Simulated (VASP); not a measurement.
# Au in VASP: further runs, part 2 of 2

VASP 6.6.1. The steps go on from the part before.

## Step 3: Relaxation of cell and atoms, PBEsol

This run uses another cell than the first one: it holds 2 atoms, not 4.

The input, INCAR:

```
SYSTEM = Au
PREC = Accurate
ENCUT = 600
EDIFF = 1E-7
ISMEAR = -1
SIGMA = 0.15
LREAL = .False.
LASPH = .True.
NELM = 80
ALGO = Fast
ISIF = 3
LWAVE = .False.
LCHARG = .False.
GGA = PS
IBRION = 2
NSW = 80
EDIFFG = -0.001
```

The input, KPOINTS:

```
Automatic mesh
0
Gamma
  16 16 10
  0 0 0
```

The input, POSCAR:

```
Au
1.0
    1.4100150304     -2.5170030999      0.0000000000
    1.4100150304      2.5170030999      0.0000000000
    0.0000000000      0.0000000000      4.8006775630
Au
2
Direct
    0.6638639482      0.3361360518      0.2500000000
    0.3361360518      0.6638639482      0.7500000000
```

Potentials or basis: VASP PAW PBE potentials, release 64 (Au).

On the command line:

```bash
$ cat potpaw_PBE.64/Au/POTCAR > POTCAR
$ mpirun -np 1 vasp_std > vasp.out
```

Run time: 22 min. Hardware: 1 thread of Intel Xeon 6975P-C (Granite Rapids), shared host; peak memory 0.41 GiB.

The run converged. Its results:

* Free energy: -7.8537 eV
* Relaxed volume: 17.02 Å³/atom
* Relaxed cell: a = 2.863 Å, b = 2.863 Å, c = 4.795 Å, α = 90.00°, β = 90.00°, γ = 120.01°
* Space group after relaxing (to 0.1 Å): P6_3/mmc (No. 194)
* Energy gained by relaxing: 1.0 meV/atom
* Ionic steps: 46
* Pressure after relaxing: 0.0 GPa
* Band gap on the k mesh: zero (bands 11 and 12 overlap by 6.38 eV)

Step by step:
```csv
step,energy change (eV),largest force (eV/Å),pressure (GPa),volume (Å³)
1,0.0000,0.0051,-0.12,34.08
3,-0.0015,0.0095,0.59,33.92
5,-0.0018,0.0123,-0.09,34.05
7,-0.0018,0.0116,-0.05,34.05
9,-0.0019,0.0129,0.03,34.03
11,-0.0019,0.0114,-0.08,34.05
13,-0.0019,0.0091,-0.15,34.07
15,-0.0020,0.0067,-0.09,34.06
17,-0.0020,0.0013,0.11,34.02
19,-0.0020,0.0006,0.08,34.02
21,-0.0020,0.0008,0.06,34.03
23,-0.0020,0.0005,0.01,34.04
25,-0.0020,0.0034,-0.07,34.05
27,-0.0020,0.0015,-0.05,34.05
29,-0.0020,0.0014,-0.04,34.05
31,-0.0020,0.0015,0.00,34.04
33,-0.0020,0.0011,0.03,34.03
35,-0.0020,0.0011,-0.01,34.04
37,-0.0020,0.0011,0.00,34.04
39,-0.0020,0.0008,-0.01,34.04
41,-0.0020,0.0003,-0.01,34.04
43,-0.0021,0.0008,0.00,34.04
45,-0.0021,0.0003,0.00,34.04
46,-0.0021,0.0002,0.01,34.04
```

Final structure:
```
Au
1.0
     1.43127   -2.47961    0.00000
     1.43127    2.47961    0.00000
     0.00000    0.00000    4.79523
Au
2
Direct
  0.66670 0.33329 0.25000
  0.33329 0.66670 0.75000
```

Levels at points of the mesh, in eV from the Fermi level:
```tsv
k point	band 8	band 9	band 10	band 11	band 12	band 13	band 14	band 15
(0.00, 0.00, 0.00)	-3.55	-3.54	-2.15	-2.15	-1.18	2.73	14.56	15.76
(0.50, 0.00, 0.00)	-1.91	-1.84	-1.65	0.37	1.58	5.76	7.30	7.38
(0.50, 0.50, 0.00)	-1.91	-1.84	-1.66	0.37	1.58	5.76	7.29	7.38
(0.00, 0.00, 0.50)	-4.59	-2.62	-2.62	-2.62	-2.62	10.69	10.69	14.87
(0.50, 0.00, 0.50)	-2.40	-1.73	-1.73	0.42	0.42	3.98	3.98	13.26
(0.50, 0.50, 0.50)	-2.41	-1.73	-1.73	0.42	0.42	3.98	3.98	13.26
```

Caveat: the PAW data sets were made with another functional, which shifts forces and pressure a little; spin-orbit coupling is left out, which moves the levels of the heavy elements.

## Step 4: Single point, PBEsol (atoms moved at random and the cell strained at random)

The input, INCAR:

```
ALGO     = Fast           # electronic algorithm
EDIFF    = 1E-6           # SCF threshold, eV
ENCUT    = 520            # plane-wave cutoff, eV
GGA      = PS             # functional
ISIF     = 2              # what is computed and relaxed
ISMEAR   = 0              # smearing method
LASPH    = T              # aspherical terms in the spheres
LCHARG   = F              # write CHGCAR
LREAL    = F              # projectors in reciprocal space
LWAVE    = F              # write WAVECAR
NBANDS   = 18             # bands
NELM     = 60             # most SCF steps
PREC     = Accurate       # precision mode
SIGMA    = 0.1            # smearing width, eV
```

The input, KPOINTS:

```
k-points
0
Gamma
  14 14 8
```

The input, POSCAR:

```
Au
1.0
    1.4508070796     -2.6219955625     -0.0298355994
    1.4525962328      2.6229834795      0.0212830611
   -0.0148263039      0.0489316961      5.0646262731
Au
2
Direct
    0.6582987144      0.3317743381      0.2549742809
    0.3417012856      0.6682256619      0.7450257191
```

On the command line:

```bash
$ cat potpaw_PBE.64/Au/POTCAR > POTCAR
$ mpirun -np 1 vasp_std > vasp.out
```

Wall time 6.1 min (1 thread of AMD EPYC 7R13 (Zen 3), shared host); peak memory 0.49 GiB.

Results (log left out):

* Free energy: -7.5843 eV
* Pressure: -14.6 GPa
* Largest force: 0.146 eV/Å
* Band gap on the k mesh: zero (bands 11 and 12 overlap by 5.64 eV)

Forces on the atoms (eV/Å):
```
Au   0.001 -0.002 -0.146
Au  -0.001  0.002  0.146
```

Stress tensor (GPa, compression positive):
```
-14.91  -0.02   0.02
 -0.02 -14.64  -0.24
  0.02  -0.24 -14.26
```

Levels at points of the mesh, in eV from the Fermi level:
```
           k point  band 9  band 10  band 11  band 12  band 13  band 14
(0.00, 0.00, 0.00)   -2.97    -2.05    -1.99    -0.70     1.93    14.52
(0.50, 0.00, 0.00)   -1.71    -1.60     0.46     1.58     5.30     6.61
(0.00, 0.50, 0.00)   -1.72    -1.59     0.53     1.52     5.42     6.51
(0.50, 0.50, 0.00)   -1.78    -1.63     0.29     1.10     5.12     6.05
(0.00, 0.00, 0.50)   -2.46    -2.46    -2.42    -2.23     9.17     9.76
(0.50, 0.00, 0.50)   -1.65    -1.61     0.86     0.92     3.37     3.69
(0.00, 0.50, 0.50)   -1.64    -1.61     0.79     0.83     3.49     3.65
(0.50, 0.50, 0.50)   -1.70    -1.70     0.35     0.59     3.01     3.18
```

Caveat: the cell differs from its parent crystal (atoms moved at random and the cell strained at random); the cell stands under tension; the PAW data sets were made with another functional, which shifts forces and pressure a little; spin-orbit coupling is left out, which moves the levels of the heavy elements.

## Step 5: Relaxation of shape and atoms at fixed volume, PBEsol (17.55 Å³/atom)

The input, INCAR:

```
SYSTEM = Au
PREC = Accurate
ENCUT = 600
EDIFF = 1E-7
ISMEAR = 0
SIGMA = 0.1
LREAL = .FALSE.
LASPH = .TRUE.
NELM = 100
ALGO = Fast
ISIF = 4
LWAVE = .FALSE.
LCHARG = .FALSE.
GGA = PS
IBRION = 2
NSW = 50
EDIFFG = -0.01
```

The input, KPOINTS:

```
regular mesh
0
G
  16 16 10
  0 0 0
```

The input, POSCAR:

```
Au
1.0
    1.4239764844     -2.5419255432      0.0000000000
    1.4239764844      2.5419255432      0.0000000000
    0.0000000000      0.0000000000      4.8482121257
Au
2
Direct
    0.6638639510      0.3361360490      0.2500000000
    0.3361360490      0.6638639510      0.7500000000
```

On the command line:

```bash
$ cat potpaw_PBE.64/Au/POTCAR > POTCAR
$ mpirun -np 1 vasp_std > vasp.out
```

Wall time 2.6 min (1 thread of Intel Xeon 6975P-C (Granite Rapids), shared host); peak memory 0.36 GiB.

The run converged. Its results:

- Free energy: -7.8136 eV
- Energy gained by relaxing: 0.0 meV/atom
- Ionic steps: 3
- Pressure after relaxing: -4.8 GPa
- Band gap on the k mesh: zero (bands 11 and 12 overlap by 6.42 eV)

Final structure:
```
Au
1.0
     1.42080   -2.54368    0.00000
     1.42080    2.54368    0.00000
     0.00000    0.00000    4.85569
Au
2
Direct
  0.66388 0.33612 0.25000
  0.33612 0.66388 0.75000
```

Levels at points of the mesh, in eV from the Fermi level:
| k point | band 9 | band 10 | band 11 | band 12 | band 13 | band 14 |
| --- | --- | --- | --- | --- | --- | --- |
| (0.00, 0.00, 0.00) | -3.33 | -2.11 | -2.10 | -1.04 | 2.54 | 14.53 |
| (0.50, 0.00, 0.00) | -1.79 | -1.63 | 0.44 | 1.67 | 5.74 | 7.22 |
| (0.50, 0.50, 0.00) | -1.85 | -1.67 | 0.29 | 1.29 | 5.51 | 6.87 |
| (0.00, 0.00, 0.50) | -2.61 | -2.61 | -2.49 | -2.49 | 10.41 | 10.41 |
| (0.50, 0.00, 0.50) | -1.68 | -1.68 | 0.62 | 0.62 | 3.96 | 3.96 |
| (0.50, 0.50, 0.50) | -1.75 | -1.75 | 0.29 | 0.29 | 3.59 | 3.59 |

Caveat: the PAW data sets were made with another functional, which shifts forces and pressure a little; spin-orbit coupling is left out, which moves the levels of the heavy elements.

## Step 6: Relaxation of shape and atoms at fixed volume, PBEsol (18.06 Å³/atom)

The input, INCAR:

```
SYSTEM = Au
ALGO = Fast ; EDIFF = 1E-6
EDIFFG = -0.01 ; ENCUT = 600
GGA = PS ; IBRION = 2
ISIF = 4 ; ISMEAR = 0
LASPH = .True. ; LCHARG = .False.
LREAL = .False. ; LWAVE = .False.
NELM = 80 ; NSW = 50
PREC = Accurate ; SIGMA = 0.1
```

The input, KPOINTS:

```
k-points
0
Gamma
  16 16 10
  0 0 0
```

The input, POSCAR:

```
Au
1.0
    1.4346342576     -2.5678143166      0.0000000000
    1.4346342576      2.5678143166      0.0000000000
    0.0000000000      0.0000000000      4.9024264144
Au
2
Direct
    0.6638774340      0.3361225660      0.2500000000
    0.3361225660      0.6638774340      0.7500000000
```

Potentials or basis: VASP PAW PBE potentials, release 64 (Au).

On the command line:

```bash
$ cat potpaw_PBE.64/Au/POTCAR > POTCAR
$ mpirun -np 1 vasp_std > vasp.out
```

It took 2.6 min on 1 thread of Intel Xeon 6975P-C (Granite Rapids), shared host; peak memory 0.37 GiB.

The run converged. Its results:

```
Free energy                  : -7.7709 eV
Energy gained by relaxing    : 0.1 meV/atom
Ionic steps                  : 4
Pressure after relaxing      : -8.5 GPa
Largest force after relaxing : 0.004 eV/Å
Band gap on the k mesh       : zero (bands 11 and 12 overlap by 6.29 eV)
```

Forces on the atoms (eV/Å):
```
Au   0.000 -0.004  0.000
Au   0.000  0.004  0.000
```

Step by step:
```csv
step,energy change (eV),largest force (eV/Å),pressure (GPa),volume (Å³)
1,0.0000,0.0033,-8.58,36.12
2,-0.0001,0.0009,-8.54,36.12
3,-0.0001,0.0003,-8.51,36.12
4,-0.0001,0.0044,-8.53,36.12
```

Final structure:
```yaml
crystal:
  lattice:
    - [1.43050, -2.57079, 0.00000]
    - [1.43050, 2.57079, 0.00000]
    - [0.00000, 0.00000, 4.91090]
  atoms:
    - { symbol: Au, position: [0.66395, 0.33605, 0.25000] }
    - { symbol: Au, position: [0.33605, 0.66395, 0.75000] }
```

Levels at points of the mesh, in eV from the Fermi level:
| k point | band 8 | band 9 | band 10 | band 11 | band 12 | band 13 | band 14 | band 15 |
| --- | --- | --- | --- | --- | --- | --- | --- | --- |
| (0.00, 0.00, 0.00) | -3.40 | -3.23 | -2.08 | -2.08 | -0.93 | 2.37 | 14.52 | 15.60 |
| (0.50, 0.00, 0.00) | -1.90 | -1.77 | -1.62 | 0.45 | 1.62 | 5.65 | 7.07 | 7.12 |
| (0.50, 0.50, 0.00) | -1.85 | -1.85 | -1.66 | 0.27 | 1.21 | 5.39 | 6.63 | 6.96 |
| (0.00, 0.00, 0.50) | -4.08 | -2.57 | -2.57 | -2.44 | -2.44 | 10.16 | 10.16 | 14.85 |
| (0.50, 0.00, 0.50) | -2.31 | -1.67 | -1.67 | 0.68 | 0.68 | 3.83 | 3.83 | 12.95 |
| (0.50, 0.50, 0.50) | -2.25 | -1.74 | -1.74 | 0.34 | 0.34 | 3.42 | 3.42 | 12.62 |

Caveat: the PAW data sets were made with another functional, which shifts forces and pressure a little; spin-orbit coupling is left out, which moves the levels of the heavy elements.

## Step 7: Overview

| task | cell | k mesh | cutoff (eV) | smearing | gap on the mesh (eV) | pressure (GPa) |
| --- | --- | --- | --- | --- | --- | --- |
| single point | a = 2.792, b = 4.984, c = 4.753 Å, 4 atoms, atomic positions A | 18 × 10 × 12 | 520 | gaussian 0.1 eV | none | 5.3 |
| relaxation of cell and atoms | relaxed from a = 2.885, b = 2.885, c = 4.801 Å, angles 90.0, 90.0, 121.5°, 2 atoms, atomic positions B | 16 × 16 × 10 | 600 | fermi-dirac 0.15 eV | none | 0.0 |
| single point | a = 2.997, b = 2.998, c = 5.065 Å, angles 89.2, 91.1, 122.1°, 2 atoms, atomic positions C | 14 × 14 × 8 | 520 | gaussian 0.1 eV | none | -14.6 |
| relaxation of shape and atoms at fixed volume | relaxed from a = 2.914, b = 2.914, c = 4.848 Å, angles 90.0, 90.0, 121.5°, 2 atoms, atomic positions B | 16 × 16 × 10 | 600 | gaussian 0.1 eV | none | -4.8 |
| relaxation of shape and atoms at fixed volume | relaxed from a = 2.941, b = 2.941, c = 4.902 Å, angles 90.0, 90.0, 121.6°, 2 atoms, atomic positions B | 16 × 16 × 10 | 600 | gaussian 0.1 eV | none | -8.5 |

Alike in all rows: level PBEsol; potentials or basis VASP PAW PBE potentials, release 64 (Au); no spin polarisation.

Caveats: the PAW data sets were made with another functional, which shifts forces and pressure a little; spin-orbit coupling is left out, which moves the levels of the heavy elements; the cell stands under pressure (at least some runs); the cell stands under tension (at least some runs).

Absolute energies hang on the potentials; compare differences alone.
